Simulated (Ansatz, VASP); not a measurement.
**Two plane-wave programs on BP**

```
B P
1.0
     0.00000    2.33631    2.20022
     2.33631    0.00000    2.20022
     2.33631    2.33631    0.00000
B P
1 1
Direct
  0.00000 0.00000 0.00000
  0.75000 0.75000 0.75000
```

Change from the starting cell: strain +0.030 along x and y, -0.030 along z, atoms carried along.

Alike in both runs: task single point; functional r2SCAN; k mesh 10 × 10 × 10; occupations gaussian, width 0.05 eV; no spin polarisation.

```csv
,VASP,Ansatz
version,VASP 6.6.1,Ansatz 0.2.0
potentials or method,"VASP PAW PBE potentials, release 64 (B, P), cutoff 520 eV","scalar-relativistic, plane waves, PAW"
valence electrons in the cell,8,8
```

VASP gave:

* gap on the k mesh at the Fermi level (eV): 0.56
* least direct gap on the mesh (eV): 2.98
* pressure (GPa): -5.1
* traceless stress, the component that is largest in VASP (GPa): 10.38

Q: Which values does Ansatz return?

A: gap on the k mesh at the Fermi level (eV): 0.53; least direct gap on the mesh (eV): 2.94; pressure (GPa): -4.6; traceless stress, the component that is largest in VASP (GPa): 10.33.

VASP's potentials were made for PBE, not for r2SCAN. With one functional, cell and mesh, what is left measures potentials, basis and numerics.
